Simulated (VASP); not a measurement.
# Zr (I4/mmm) in VASP: notebook

The runs below take Zr through single point, with LDA.

Program: VASP 6.6.1. These are calculated values, not measurements. Logs are shortened: lines on timing, memory, paths and dates and some standing lists are left out, and cuts for length are marked.

## (1) The cell of the first run

It takes space group I4/mmm (No. 139, tetragonal). The conventional cell has a = 3.189 Å, b = 3.189 Å, c = 3.833 Å, α = 90.00°, β = 90.00°, γ = 90.00°. Zr (site symmetry 4/mmm) has 14 Zr at 2.96 to 3.83 Å within 3.9 Å.

## (2) Single point, LDA (strain -0.1500 x Voigt [0, 1, 0, 0, 0, 0])

Contents of INCAR:

```
SYSTEM = Zr
ALGO = Fast
EDIFF = 1E-6
ENCUT = 520
ISIF = 2
ISMEAR = 0
LASPH = .True.
LCHARG = .False.
LREAL = .False.
LWAVE = .False.
NBANDS = 12
NELM = 60
PREC = Accurate
SIGMA = 0.15
```

Contents of KPOINTS:

```
k-points
0
Gamma
  18 18 18
  0 0 0
```

Contents of POSCAR:

```
Zr
1.0
    0.0000000000      1.9167500000      2.2550000000
    2.2550000000      0.0000000000      2.2550000000
    2.2550000000      1.9167500000      0.0000000000
Zr
1
Direct
    0.0000000000      0.0000000000      0.0000000000
```

Potentials or basis: VASP PAW LDA potentials, release 64 (Zr_sv).

Launch:

```console
cat potpaw_LDA.64/Zr_sv/POTCAR > POTCAR
mpirun -np 1 vasp_std > vasp.out
```

OUTCAR:

```text
SYSTEM = Zr
   EDIFF = 1E-6
   ENCUT = 520
   ISIF = 2
   ISMEAR = 0
   LASPH = .True.
   LREAL = .False.
   NELM = 60
   PREC = Accurate

 ion  position               nearest neighbor table
   1  0.000  0.000  0.000-

  LATTYP: Found a body centered tetragonal cell.
 ALAT       =     3.1890515832
 C/A-ratio  =     1.2020815280

  Lattice vectors:

 A1 = (   0.0000000000,  -1.9167500000,   2.2550000000)
 A2 = (   0.0000000000,  -1.9167500000,  -2.2550000000)
 A3 = (   2.2550000000,   1.9167500000,   0.0000000000)

Analysis of symmetry for initial positions (statically):
=====================================================================
 Subroutine PRICEL returns:
 Original cell was already a primitive cell.

 Routine SETGRP: Setting up the symmetry group for a
 body centered tetragonal supercell.

 Subroutine GETGRP returns: Found 16 space group operations
 (whereof 16 operations were pure point group operations)
 out of a pool of 16 trial point group operations.

The static configuration has the point symmetry D_4h.

Analysis of symmetry for dynamics (positions and initial velocities):
=====================================================================
 Subroutine PRICEL returns:
 Original cell was already a primitive cell.

 Routine SETGRP: Setting up the symmetry group for a
 body centered tetragonal supercell.

 Subroutine GETGRP returns: Found 16 space group operations
 (whereof 16 operations were pure point group operations)
 out of a pool of 16 trial point group operations.

The dynamic configuration has the point symmetry D_4h.

 Subroutine INISYM returns: Found 16 space group operations
 (whereof 16 operations are pure point group operations),
 and found     1 'primitive' translations

----------------------------------------------------------------------------------------

                                     Primitive cell

  volume of cell :      19.4934

  direct lattice vectors                    reciprocal lattice vectors
     0.000000000  1.916750000  2.255000000    -0.221729490  0.260858224  0.221729490
     2.255000000  0.000000000  2.255000000     0.221729490 -0.260858224  0.221729490
     2.255000000  1.916750000  0.000000000     0.221729490  0.260858224 -0.221729490

  length of vectors
     2.959553271  3.189051583  2.959553271     0.407890851  0.407890851  0.407890851

  position of ions in fractional coordinates (direct lattice)
     0.000000000  0.000000000  0.000000000

  ion indices of the primitive-cell ions
   primitive index   ion index
                 1           1

----------------------------------------------------------------------------------------

 KPOINTS: k-points

Automatic generation of k-mesh.
 Grid dimensions read from file:
 generate k-points for:   18   18   18

 Generating k-lattice:

  Cartesian coordinates                     Fractional coordinates (reciprocal lattice)
    -0.012318305  0.014492124  0.012318305     0.055555556  0.000000000  0.000000000
     0.012318305 -0.014492124  0.012318305    -0.000000000  0.055555556 -0.000000000
     0.012318305  0.014492124 -0.012318305     0.000000000  0.000000000  0.055555556

  Length of vectors
     0.022660603  0.022660603  0.022660603

  Shift w.r.t. Gamma in fractional coordinates (k-lattice)
     0.000000000  0.000000000  0.000000000

 Subroutine IBZKPT returns following result:
 ===========================================

 Found    480 irreducible k-points:

 Following reciprocal coordinates:
            Coordinates               Weight
  0.000000  0.000000  0.000000      1.000000
  0.055556  0.000000  0.000000      8.000000
  0.111111  0.000000  0.000000      8.000000
  0.166667  0.000000  0.000000      8.000000
  0.222222  0.000000  0.000000      8.000000
  0.277778  0.000000  0.000000      8.000000
[... 16 lines left out ...]
 -0.277778  0.055556  0.000000     16.000000
 -0.222222  0.055556  0.000000     16.000000
 [... further k-points ...]
   k-points           NKPTS =    480   k-points in BZ     NKDIM =    480   number of bands    NBANDS=     12
   number of dos      NEDOS =    301   number of ions     NIONS =      1
   total plane-waves  NPLWV =  13824
   dimension x,y,z NGX =    24 NGY =   24 NGZ =   24
   dimension x,y,z NGXF=    48 NGYF=   48 NGZF=   48
   ions per type =               1
   NGX,Y,Z   is equivalent  to a cutoff of  13.48, 12.51, 13.48 a.u.
   NGXF,Y,Z  is equivalent  to a cutoff of  26.96, 25.02, 26.96 a.u.
 SYSTEM =  Zr
   PREC   = accura    normal or accurate (medium, high low for compatibility)
   ISTART =      0    job   : 0-new  1-cont  2-samecut
   ICHARG =      2    charge: 1-file 2-atom 10-const
   ISPIN  =      1    spin polarized calculation?
   LNONCOLLINEAR =      F non collinear calculations
   LSORBIT =      F    spin-orbit coupling
   LASPH  =      T    aspherical Exc in radial PAW
   ENCUT  =  520.0 eV  38.22 Ry    6.18 a.u.   5.50  5.93  5.50*2*pi/ulx,y,z
   NELM   =     60;   NELMIN=  2; NELMDL= -5     # of ELM steps
   EDIFF  = 0.1E-05   stopping-criterion for ELM
   LREAL  =      F    real-space projection
   EDIFFG = 0.1E-04   stopping-criterion for IOM
   NSW    =      0    number of steps for IOM
   IBRION =     -1    ionic relax: 0-MD 1-quasi-New 2-CG
   NFREE  =      0    steps in history (QN), initial steepest desc. (CG)
   ISIF   =      2    stress and relaxation
   ISYM   =      2    0-nonsym 1-usesym 2-fastsym
   POTIM  = 0.5000    time-step for ionic-motion
   TEBEG  =    0.0;   TEEND  =   0.0 temperature during run
   PSTRESS=    0.0 pullay stress
   NELECT =      12.0000    total number of electrons
   NUPDOWN=      -1.0000    fix difference up-down
   EMIN   =  10.00;   EMAX   =-10.00  energy-range for DOS
   EFERMI =   0.00;   METHOD = LEGACY
   ISMEAR =     0;   SIGMA  =   0.15  broadening in eV -4-tet -1-fermi 0-gaus
   EFERMI_NEDOS =   21; number of points for ismear=-14 and -15
   IALGO  =     68    algorithm
   IMIX   =      4    mixing-type and parameters
     AMIX     =   0.40;   BMIX     =  1.00
     AMIX_MAG =   1.60;   BMIX_MAG =  1.00
  volume/ion in A,a.u.               =      19.49       131.55
  Fermi-wavevector in a.u.,A,eV,Ry     =   1.392641  2.631709 26.387791  1.939448
  Thomas-Fermi vector in A             =   2.516364
   LORBIT       =      0    0 simple, 1 ext, 2 COOP (PROOUT), +10 PAW based schemes
   GGA     = CA    functional components
   LHFCALC =     F    Hartree Fock is set to
   AEXX    =    0.0000 exact exchange contribution
   IVDW    =     0    specifies the selected vdW correction
   LEPSILON=     F    determine dielectric tensor
   LRPA    =     F    only Hartree local field effects (RPA)
 non-spin polarized calculation
 RMM-DIIS sequential band-by-band and
 Gauss-broadening in eV      SIGMA  =   0.15
  energy-cutoff  :      520.00
  volume of cell :       19.49
 maximum number of plane-waves:       540
 NGX is ok and might be reduce to    24
   NGX = 11   NGY = 11   NGZ = 11

 number of electron      12.0000000 magnetization

 Free energy of the ion-electron system (eV)
  ---------------------------------------------------
  ext. energy  EPLUGINS =         0.00000000
  ---------------------------------------------------
  free energy    TOTEN  =        -9.19576891 eV

  energy without entropy =       -9.17967634  energy(sigma->0) =       -9.18772262

 E-fermi :  10.7085     XC(G=0): -12.1234

 val. band max:       10.6982298710   @ k =   0.3889   0.2778   0.1111
 cond. band min:      10.7218806877   @ k =   0.3889  -0.4444   0.1667
 fundamental gap:      0.0236508167
 Fermi energy:        10.7084941540

 k-point     1 :       0.0000    0.0000    0.0000
  band No.  band energies     occupation
      1     -37.3581      2.00000
      2     -14.6587      2.00000
      3     -14.6587      2.00000
      4     -14.6475      2.00000
      5       5.0747      2.00000
      6      11.4178      0.00000
      7      11.4178      0.00000
      8      13.1592      0.00000
      9      13.3261      0.00000
     10      15.6016      0.00000
     11      22.1020      0.00000
     12      24.9493      0.00000

 k-point     2 :       0.0556    0.0000    0.0000
  band No.  band energies     occupation
      1     -37.3493      2.00000
      2     -14.7112      2.00000
      3     -14.6707      2.00000
      4     -14.6533      2.00000
      5       5.2002      2.00000
      6      11.3926      0.00000
      7      11.4655      0.00000
      8      13.1071      0.00000
      9      13.3053      0.00000
     10      15.5148      0.00000
     11      22.3722      0.00000
     12      25.0186      0.00000

 k-point     3 :       0.1111    0.0000    0.0000
  band No.  band energies     occupation
      1     -37.3237      2.00000
      2     -14.8719      2.00000
      3     -14.7052      2.00000
      4     -14.6583      2.00000
      5       5.5579      2.00000
      6      11.2854      0.00000
      7      11.5543      0.00000
      8      13.0324      0.00000
      9      13.3155      0.00000
     10      15.3070      0.00000
     11      23.0551      0.00000
     12      25.0699      0.00000
[... 286 lines left out ...]
 k-point    23 :      -0.2778    0.0556    0.0000
  band No.  band energies     occupation
      1     -37.1570      2.00000
      2     -15.8104      2.00000
      3     -14.9418      2.00000
      4     -14.6905      2.00000
      5       7.3961      2.00000
      6      10.8531      0.17274
      7      11.0582      0.00098
      8      13.3117      0.00000
      9      14.8713      0.00000
     10      15.7092      0.00000
     11      22.3489      0.00000
     12      26.2511      0.00000

 k-point    24 :      -0.2222    0.0556    0.0000
  band No.  band energies     occupation
      1     -37.2084      2.00000
      2     -15.5328      2.00000
      3     -14.8738      2.00000
      4     -14.6794      2.00000
      5       6.9969      2.00000
      6      10.7279      0.85507
      7      11.2996      0.00000
      8      13.2330      0.00000
      9      14.4343      0.00000
     10      15.0916      0.00000
     11      23.0138      0.00000
     12      26.1312      0.00000

 [... further k-points ...]

------------------------ aborting loop because EDIFF is reached ----------------------------------------

  FORCE on cell =-STRESS in cart. coord.  units (eV):
  Direction    XX          YY          ZZ          XY          YZ          ZX
  --------------------------------------------------------------------------------------
  -------------------------------------------------------------------------------------
  Total        1.3258405      1.2024986      1.3258405      0.0000000     -0.0000000      0.0000000
  in kB      108.9715944     98.8340539    108.9715944      0.0000000     -0.0000000      0.0000000
  external PRESSURE =     105.5924142 kB  Pullay stress =       0.0000000 kB

 VOLUME and BASIS-vectors are now :
 -----------------------------------------------------------------------------
  energy-cutoff  :      520.00
  volume of cell :       19.49
      direct lattice vectors                 reciprocal lattice vectors
     0.000000000  1.916750000  2.255000000    -0.221729490  0.260858224  0.221729490
     2.255000000  0.000000000  2.255000000     0.221729490 -0.260858224  0.221729490
     2.255000000  1.916750000  0.000000000     0.221729490  0.260858224 -0.221729490

 POSITION                                       TOTAL-FORCE (eV/Angst)
 -----------------------------------------------------------------------------------
      0.00000      0.00000      0.00000         0.000000     -0.000000      0.000000
 -----------------------------------------------------------------------------------
    total drift:                                0.000000      0.000000     -0.000000

  FREE ENERGIE OF THE ION-ELECTRON SYSTEM (eV)
  ---------------------------------------------------
  free  energy   TOTEN  =        -9.1957689106 eV

  energy  without entropy=       -9.1796763392  energy(sigma->0) =       -9.18772262
```

Run time: 86 s. Hardware: 1 thread of Intel Xeon Platinum 8488C (Sapphire Rapids), shared host; peak memory 0.21 GiB.

Results:

```yaml
Free_energy: -9.1958 eV
Pressure: 10.6 GPa
Band_gap_on_the_k_mesh: zero (band 6 reaches 11.73 eV, above the bottom of band 7 at 9.97 eV)
```

Caveat: the cell differs from its parent crystal (strain -0.1500 x Voigt [0, 1, 0, 0, 0, 0]).

## (3) Single point, LDA (strain -0.1125 x Voigt [0, 1, 0, 0, 0, 0])

Contents of INCAR:

```
SYSTEM = Zr
ALGO = Normal ; EDIFF = 1E-7
ENCUT = 520 ; ISIF = 2
ISMEAR = 0 ; LASPH = .TRUE.
LCHARG = .TRUE. ; LELF = .TRUE.
LREAL = .FALSE. ; LVHAR = .TRUE.
LWAVE = .FALSE. ; NBANDS = 12
NELM = 60 ; PREC = Accurate
SIGMA = 0.15
```

Contents of KPOINTS:

```
k-points
0
G
  18 18 18
  0 0 0
```

Contents of POSCAR:

```
Zr
1.0
    0.0000000000      2.0013125000      2.2550000000
    2.2550000000      0.0000000000      2.2550000000
    2.2550000000      2.0013125000      0.0000000000
Zr
1
Direct
    0.0000000000      0.0000000000      0.0000000000
```

Potentials or basis: VASP PAW LDA potentials, release 64 (Zr_sv).

Launch:

```console
cat potpaw_LDA.64/Zr_sv/POTCAR > POTCAR
mpirun -np 1 vasp_std > vasp.out
```

OUTCAR:

```text
SYSTEM = Zr
   EDIFF = 1E-7
   ENCUT = 520
   ISIF = 2
   ISMEAR = 0
   LASPH = .TRUE.
   LREAL = .FALSE.
   NELM = 60
   PREC = Accurate

 ion  position               nearest neighbor table
   1  0.000  0.000  0.000-

  LATTYP: Found a body centered tetragonal cell.
 ALAT       =     3.1890515832
 C/A-ratio  =     1.2551145366

  Lattice vectors:

 A1 = (   0.0000000000,  -2.0013125000,   2.2550000000)
 A2 = (   0.0000000000,  -2.0013125000,  -2.2550000000)
 A3 = (   2.2550000000,   2.0013125000,   0.0000000000)

Analysis of symmetry for initial positions (statically):
=====================================================================
 Subroutine PRICEL returns:
 Original cell was already a primitive cell.

 Routine SETGRP: Setting up the symmetry group for a
 body centered tetragonal supercell.

 Subroutine GETGRP returns: Found 16 space group operations
 (whereof 16 operations were pure point group operations)
 out of a pool of 16 trial point group operations.

The static configuration has the point symmetry D_4h.

Analysis of symmetry for dynamics (positions and initial velocities):
=====================================================================
[... 169 lines left out ...]
      5       4.5620      2.00000
      6      10.9204      0.00000
      7      10.9204      0.00000
      8      12.1979      0.00000
      9      13.0616      0.00000
     10      14.7927      0.00000
     11      21.2897      0.00000
     12      24.5994      0.00000
[... 331 lines left out ...]
 k-point    24 :      -0.2222    0.0556    0.0000
  band No.  band energies     occupation
      1     -37.8291      2.00000
      2     -16.1199      2.00000
      3     -15.5382      2.00000
      4     -15.3897      2.00000
      5       6.4125      2.00000
      6      10.1802      1.26575
      7      10.9738      0.00000
      8      12.3828      0.00000
      9      13.7184      0.00000
     10      14.4020      0.00000
     11      22.1176      0.00000
     12      25.1563      0.00000

 [... further k-points ...]

------------------------ aborting loop because EDIFF is reached ----------------------------------------

  FORCE on cell =-STRESS in cart. coord.  units (eV):
  Direction    XX          YY          ZZ          XY          YZ          ZX
  --------------------------------------------------------------------------------------
  -------------------------------------------------------------------------------------
  Total        0.6952959      0.8531140      0.6952959      0.0000000      0.0000000      0.0000000
  in kB       54.7321216     67.1552021     54.7321216      0.0000000      0.0000000      0.0000000
  external PRESSURE =      58.8731485 kB  Pullay stress =       0.0000000 kB

 VOLUME and BASIS-vectors are now :
 -----------------------------------------------------------------------------
  energy-cutoff  :      520.00
  volume of cell :       20.35
      direct lattice vectors                 reciprocal lattice vectors
     0.000000000  2.001312500  2.255000000    -0.221729490  0.249836045  0.221729490
     2.255000000  0.000000000  2.255000000     0.221729490 -0.249836045  0.221729490
     2.255000000  2.001312500  0.000000000     0.221729490  0.249836045 -0.221729490

 POSITION                                       TOTAL-FORCE (eV/Angst)
 -----------------------------------------------------------------------------------
      0.00000      0.00000      0.00000         0.000000      0.000000     -0.000000
 -----------------------------------------------------------------------------------
    total drift:                                0.000000      0.000000     -0.000000

  FREE ENERGIE OF THE ION-ELECTRON SYSTEM (eV)
  ---------------------------------------------------
  free  energy   TOTEN  =        -9.2407842945 eV

  energy  without entropy=       -9.2241917189  energy(sigma->0) =       -9.23248801
```

stdout:

```text
POSCAR found type information on POSCAR Zr
 POSCAR found :  1 types and       1 ions
 scaLAPACK will be used
 LDA part: xc-table for (Slater(with rela. corr.)+CA(PZ))
 , standard interpolation
 POSCAR, INCAR and KPOINTS ok, starting setup
 FFT: planning ... GRIDC
 FFT: planning ... GRID_SOFT
 FFT: planning ... GRID
 WAVECAR not read
 entering main loop
```

Run time: 51 s. Hardware: 1 thread of Intel Xeon Platinum 8488C (Sapphire Rapids), shared host; peak memory 0.21 GiB.

Results:

| Item | Value |
| --- | --- |
| Free energy | -9.2408 eV |
| Pressure | 5.9 GPa |
| Band gap on the k mesh | zero (band 6 reaches 11.24 eV, above the bottom of band 7 at 9.48 eV) |

Levels at points of the mesh, in eV from the Fermi level:
```tsv
k point	band 3	band 4	band 5	band 6	band 7	band 8	band 9	band 10
(0.00, 0.00, 0.00)	-25.58	-25.56	-5.65	0.70	0.70	1.98	2.85	4.58
(0.50, 0.00, 0.00)	-25.88	-25.65	-3.25	0.03	1.72	1.86	5.53	6.54
(0.50, 0.50, 0.00)	-26.13	-25.87	-3.46	-2.40	3.31	5.78	5.95	7.23
(0.50, 0.00, 0.50)	-26.28	-26.28	-3.50	-2.88	5.36	6.03	6.66	6.66
```

Caveat: the cell differs from its parent crystal (strain -0.1125 x Voigt [0, 1, 0, 0, 0, 0]).

## (4) Single point, LDA (strain -0.0750 x Voigt [0, 1, 0, 0, 0, 0])

Contents of INCAR:

```
  PREC = Accurate
  ENCUT = 520
  EDIFF = 1E-6
  ISMEAR = 0
  SIGMA = 0.15
  LREAL = False
  LASPH = True
  NELM = 100
  ALGO = Fast
  ISIF = 2
  LWAVE = False
  LCHARG = False
  GGA = CA
  NBANDS = 12
```

Contents of KPOINTS:

```
Automatic mesh
0
Gamma
  18 18 18
```

Contents of POSCAR:

```
Zr
1.0
    0.0000000000      2.0858750000      2.2550000000
    2.2550000000      0.0000000000      2.2550000000
    2.2550000000      2.0858750000      0.0000000000
Zr
1
Direct
    0.0000000000      0.0000000000      0.0000000000
```

Launch:

```console
cat potpaw_LDA.64/Zr_sv/POTCAR > POTCAR
mpirun -np 1 vasp_std > vasp.out
```

Wall time 79 s (1 thread of Intel Xeon Platinum 8488C (Sapphire Rapids), shared host); peak memory 0.22 GiB.

Results (log left out):

* Free energy: -9.2668 eV
* Pressure: 1.6 GPa
* Band gap on the k mesh: zero (band 6 reaches 10.58 eV, above the bottom of band 7 at 9.03 eV)

Stress tensor (GPa, compression positive):
```
1.01 0.00 0.00
0.00 2.67 0.00
0.00 0.00 1.01
```

Levels at points of the mesh, in eV from the Fermi level:
```csv
k point,band 3,band 4,band 5,band 6,band 7,band 8,band 9,band 10
"(0.00, 0.00, 0.00)",-25.76,-25.74,-5.64,0.75,0.75,1.58,3.05,4.20
"(0.50, 0.00, 0.00)",-25.99,-25.85,-3.17,0.28,1.32,1.60,5.43,6.05
"(0.50, 0.50, 0.00)",-26.24,-26.08,-3.33,-2.39,3.22,5.64,5.88,6.73
"(0.50, 0.00, 0.50)",-26.33,-26.33,-3.34,-2.65,4.52,5.71,6.35,6.35
```

Caveat: the cell differs from its parent crystal (strain -0.0750 x Voigt [0, 1, 0, 0, 0, 0]).

## (5) Overview

| cell | gap on the mesh (eV) | pressure (GPa) |
| --- | --- | --- |
| a = 2.960, b = 3.189 Å, angles 57.4, 65.2, 57.4°, 1 atom | none | 10.6 |
| a = 3.015, b = 3.189 Å, angles 58.1, 63.9, 58.1°, 1 atom | none | 5.9 |
| a = 3.072, b = 3.189 Å, angles 58.7, 62.5, 58.7°, 1 atom | none | 1.6 |

Alike in all rows: task single point; level LDA; potentials or basis VASP PAW LDA potentials, release 64 (Zr_sv); no spin polarisation; k mesh 18 × 18 × 18; cutoff (eV) 520; smearing gaussian 0.15 eV.

Total energies depend on the potentials used, so only differences within one code and one set of settings carry meaning.
